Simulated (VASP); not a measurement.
# Fe (I4/mmm) in VASP: further runs

The runs below take Fe through single point, with PBE.

All numbers are computed with VASP 6.6.1; they aren't measurements. Logs are shortened: lines on timing, memory, paths and dates and some standing lists are left out, and cuts for length are marked.

## 1. The cell of the first run

It takes space group I4/mmm (No. 139, tetragonal). Conventional cell: a = 2.670 Å, b = 2.670 Å, c = 3.100 Å, α = 90.00°, β = 90.00°, γ = 90.00°. Fe (site symmetry 4/mmm) has 14 Fe at 2.44 to 3.10 Å within 3.2 Å.

## 2. Single point, PBE, collinear spin, ferromagnetic start (volume 11.049 Å^3 an atom, c/a of the conventional cell 1.1612)

INCAR

```
SYSTEM = Fe
PREC = Accurate ; ENCUT = 520
EDIFF = 1E-6 ; ISMEAR = 0
SIGMA = 0.15 ; LREAL = .FALSE.
LASPH = .TRUE. ; NELM = 150
ALGO = Fast ; ISIF = 2
LWAVE = .FALSE. ; LCHARG = .FALSE.
ISPIN = 2 ; MAGMOM = 2.44
LORBIT = 11 ; LMAXMIX = 4
GGA = PE ; NBANDS = 14
```

KPOINTS

```
regular mesh
0
G
  12 12 12
  0 0 0
```

POSCAR

```
Fe
1.0
   -1.3349099957      1.3349099957      1.5500974870
    1.3349099957     -1.3349099957      1.5500974870
    1.3349099957      1.3349099957     -1.5500974870
Fe
1
Direct
    0.0000000000      0.0000000000      0.0000000000
```

Potentials or basis: VASP PAW PBE potentials, release 64 (Fe).

Started as:

```sh
$ cat potpaw_PBE.64/Fe/POTCAR > POTCAR
$ mpirun -np 1 vasp_std > vasp.out
```

OUTCAR:

```text
SYSTEM = Fe
   PREC = Accurate
   ENCUT = 520
   EDIFF = 1E-6
   ISMEAR = 0
   LREAL = .FALSE.
   LASPH = .TRUE.
   NELM = 150
   ISIF = 2
   ISPIN = 2
   LORBIT = 11
   GGA = PE

 ion  position               nearest neighbor table
   1  0.000  0.000  0.000-

  LATTYP: Found a body centered tetragonal cell.
 ALAT       =     2.6698199914
 C/A-ratio  =     1.1612000000

  Lattice vectors:

 A1 = (  -1.3349099957,   1.3349099957,   1.5500974870)
 A2 = (   1.3349099957,  -1.3349099957,   1.5500974870)
 A3 = (   1.3349099957,   1.3349099957,  -1.5500974870)

Analysis of symmetry for initial positions (statically):
=====================================================================
 Subroutine PRICEL returns:
 Original cell was already a primitive cell.

 Routine SETGRP: Setting up the symmetry group for a
 body centered tetragonal supercell.

 Subroutine GETGRP returns: Found 16 space group operations
 (whereof 16 operations were pure point group operations)
 out of a pool of 16 trial point group operations.

The static configuration has the point symmetry D_4h.

Analysis of symmetry for dynamics (positions and initial velocities):
=====================================================================
 Subroutine PRICEL returns:
 Original cell was already a primitive cell.

 Routine SETGRP: Setting up the symmetry group for a
 body centered tetragonal supercell.

 Subroutine GETGRP returns: Found 16 space group operations
 (whereof 16 operations were pure point group operations)
 out of a pool of 16 trial point group operations.

The dynamic configuration has the point symmetry D_4h.

Analysis of structural, dynamic, and magnetic symmetry:
=====================================================================
 Subroutine PRICEL returns:
 Original cell was already a primitive cell.

 Routine SETGRP: Setting up the symmetry group for a
 body centered tetragonal supercell.

 Subroutine GETGRP returns: Found 16 space group operations
 (whereof 16 operations were pure point group operations)
 out of a pool of 16 trial point group operations.

The overall configuration has the point symmetry D_4h.

 Subroutine INISYM returns: Found 16 space group operations
 (whereof 16 operations are pure point group operations),
 and found     1 'primitive' translations

----------------------------------------------------------------------------------------

                                     Primitive cell

  volume of cell :      11.0490

  direct lattice vectors                    reciprocal lattice vectors
    -1.334909996  1.334909996  1.550097487     0.000000000  0.374557087  0.322560358
[... 120 lines left out ...]
 maximum number of plane-waves:       309
   NGX =  9   NGY =  9   NGZ =  9

 number of electron       8.0000002 magnetization       2.1830019

 Free energy of the ion-electron system (eV)
  ---------------------------------------------------
  ext. energy  EPLUGINS =         0.00000000
  ---------------------------------------------------
  free energy    TOTEN  =        -8.18881643 eV

  energy without entropy =       -8.17780773  energy(sigma->0) =       -8.18331208

 E-fermi :   6.1637     XC(G=0): -13.2731

 val. band max:        6.1568471040   @ k =  -0.3333   0.3333   0.3333
 cond. band min:       6.1678264326   @ k =  -0.2500   0.5000   0.1667
 fundamental gap:      0.0109793286
 Fermi energy:         6.1636813053

 spin component 1

 k-point     1 :       0.0000    0.0000    0.0000
  band No.  band energies     occupation
      1      -2.4919      1.00000
      2       3.6415      1.00000
      3       3.6415      1.00000
      4       4.2946      1.00000
      5       4.5443      1.00000
      6       5.2283      1.00000
      7      29.6181      0.00000
      8      32.3520      0.00000
      9      32.3520      0.00000
     10      36.0579      0.00000
     11      36.4419      0.00000
     12      37.6900      0.00000
     13      37.6900      0.00000
     14      37.8191      0.00000
[... 379 lines left out ...]
      3       3.3942      1.00000
      4       4.6163      1.00000
      5       5.6358      1.00000
      6       6.8184      0.00000
      7      17.8264      0.00000
      8      23.1750      0.00000
      9      27.0317      0.00000
     10      31.2473      0.00000
     11      36.2828      0.00000
     12      40.2171      0.00000
     13      42.7794      0.00000
     14      46.8519      0.00000

 [... further k-points ...]

 spin component 2

 k-point     1 :       0.0000    0.0000    0.0000
  band No.  band energies     occupation
      1      -2.2990      1.00000
      2       5.4375      1.00000
      3       5.4375      1.00000
      4       6.4739      0.00173
      5       7.0527      0.00000
      6       8.1229      0.00000
      7      29.3346      0.00000
      8      32.2854      0.00000
      9      32.2854      0.00000
     10      36.5610      0.00000
     11      37.3959      0.00000
     12      37.6715      0.00000
     13      38.3132      0.00000
     14      38.3132      0.00000
[... 379 lines left out ...]
      3       5.0119      1.00000
      4       7.0703      0.00000
      5       8.2853      0.00000
      6       8.7107      0.00000
      7      18.6765      0.00000
      8      23.7070      0.00000
      9      27.6358      0.00000
     10      31.4923      0.00000
     11      36.6560      0.00000
     12      40.7428      0.00000
     13      43.1680      0.00000
     14      47.1390      0.00000

 [... further k-points ...]
[... 5 lines left out ...]
  --------------------------------------------------------------------------------------
  -------------------------------------------------------------------------------------
  Total        0.8406549      0.8406549     -0.1695354      0.0000000      0.0000000      0.0000000
  in kB      121.9004660    121.9004660    -24.5837442      0.0000000      0.0000000      0.0000000
  external PRESSURE =      73.0723959 kB  Pullay stress =       0.0000000 kB

 VOLUME and BASIS-vectors are now :
 -----------------------------------------------------------------------------
  energy-cutoff  :      520.00
  volume of cell :       11.05
      direct lattice vectors                 reciprocal lattice vectors
    -1.334909996  1.334909996  1.550097487     0.000000000  0.374557087  0.322560358
     1.334909996 -1.334909996  1.550097487     0.374557087  0.000000000  0.322560358
     1.334909996  1.334909996 -1.550097487     0.374557087  0.374557087  0.000000000

 POSITION                                       TOTAL-FORCE (eV/Angst)
 -----------------------------------------------------------------------------------
      0.00000      0.00000      0.00000         0.000000     -0.000000     -0.000000
 -----------------------------------------------------------------------------------
    total drift:                                0.000000      0.000000      0.000000

  FREE ENERGIE OF THE ION-ELECTRON SYSTEM (eV)
  ---------------------------------------------------
  free  energy   TOTEN  =        -8.1888164294 eV

  energy  without entropy=       -8.1778077332  energy(sigma->0) =       -8.18331208

 total charge

# of ion       s       p       d       tot
------------------------------------------
    1        0.503   0.568   6.258   7.329

 magnetization (x)

# of ion       s       p       d       tot
------------------------------------------
    1       -0.013  -0.053   2.240   2.174
```

Run time: 19 s. Hardware: 1 thread of Intel Xeon 6975P-C (Granite Rapids), shared host; peak memory 0.15 GiB.

Results:

```
Free energy                                           : -8.1888 eV
Pressure                                              : 7.3 GPa
Net moment                                            : 2.18 μB per cell
Site moments                                          : Fe +2.17 μB
Valence electrons inside the program's atomic spheres : Fe 7.33
```

Stress tensor (GPa, compression positive):
```
12.19  0.00  0.00
 0.00 12.19  0.00
 0.00  0.00 -2.46
```

Levels at points of the mesh, in eV from the Fermi level:
Spin up:
```tsv
k point	band 1	band 2	band 3	band 4	band 5	band 6	band 7	band 8	band 9	band 10
(0.00, 0.00, 0.00)	-8.66	-2.52	-2.52	-1.87	-1.62	-0.94	23.45	26.19	26.19	29.89
(0.50, 0.00, 0.00)	-5.08	-3.13	-1.77	-0.65	0.13	0.25	7.15	19.78	22.39	25.16
(0.50, 0.50, 0.00)	-5.19	-4.11	-0.60	-0.55	0.49	1.38	8.68	16.68	17.74	21.96
(0.50, 0.50, 0.50)	-5.22	-4.85	-0.12	0.23	0.23	6.51	12.13	12.13	13.63	17.61
```
Spin down:
| k point | band 1 | band 2 | band 3 | band 4 | band 5 | band 6 |
| --- | --- | --- | --- | --- | --- | --- |
| (0.00, 0.00, 0.00) | -8.46 | -0.73 | -0.73 | 0.31 | 0.89 | 1.96 |
| (0.50, 0.00, 0.00) | -3.86 | -1.30 | 0.25 | 0.76 | 2.03 | 2.49 |
| (0.50, 0.50, 0.00) | -3.79 | -2.59 | 1.55 | 2.16 | 2.16 | 2.60 |
| (0.50, 0.50, 0.50) | -3.43 | -3.06 | 2.27 | 2.32 | 2.32 | 6.77 |

## 3. Single point, PBE, collinear spin, ferromagnetic start (volume 11.049 Å^3 an atom, c/a of the conventional cell 1.5658)

INCAR is that of step 2.

KPOINTS

```
Automatic mesh
0
G
  12 12 12
  0 0 0
```

POSCAR

```
Fe
1.0
   -1.2083021952      1.2083021952      1.8919595773
    1.2083021952     -1.2083021952      1.8919595773
    1.2083021952      1.2083021952     -1.8919595773
Fe
1
Direct
    0.0000000000      0.0000000000      0.0000000000
```

Potentials or basis: VASP PAW PBE potentials, release 64 (Fe).

Started as:

```sh
$ cat potpaw_PBE.64/Fe/POTCAR > POTCAR
$ mpirun -np 1 vasp_std > vasp.out
```

Wall time 5 min (1 thread of Intel Xeon 6975P-C (Granite Rapids), shared host); peak memory 0.18 GiB.

It converged, with:

| Item | Value |
| --- | --- |
| Free energy | -8.1041 eV |
| Pressure | 10.2 GPa |
| Net moment | 2.22 μB per cell |
| Site moments | Fe +2.21 μB |
| Valence electrons inside the program's atomic spheres | Fe 7.33 |

Stress tensor (GPa, compression positive):
```
 6.83  0.00  0.00
 0.00  6.83  0.00
 0.00  0.00 16.85
```

Levels at points of the mesh, in eV from the Fermi level:
Spin up:
```
           k point  band 3  band 4  band 5  band 6  band 7  band 8
(0.00, 0.00, 0.00)   -2.12   -2.12   -1.59   -0.96   22.81   26.04
(0.50, 0.00, 0.00)   -2.26   -0.38   -0.01    0.03    7.00   20.18
(0.50, 0.50, 0.00)   -0.34   -0.22    0.62    3.65   11.09   14.20
(0.50, 0.50, 0.50)   -0.39    0.03    0.03    1.29    8.62   16.72
```
Spin down:
```csv
k point,band 1,band 2,band 3,band 4,band 5,band 6,band 7
"(0.00, 0.00, 0.00)",-8.47,-1.08,0.08,0.08,0.80,1.96,22.51
"(0.50, 0.00, 0.00)",-3.85,-0.84,0.14,0.23,2.25,2.37,8.41
"(0.50, 0.50, 0.00)",-3.61,-2.84,2.23,2.30,2.56,3.89,12.46
"(0.50, 0.50, 0.50)",-3.81,-2.99,1.50,2.52,2.52,2.61,10.01
```
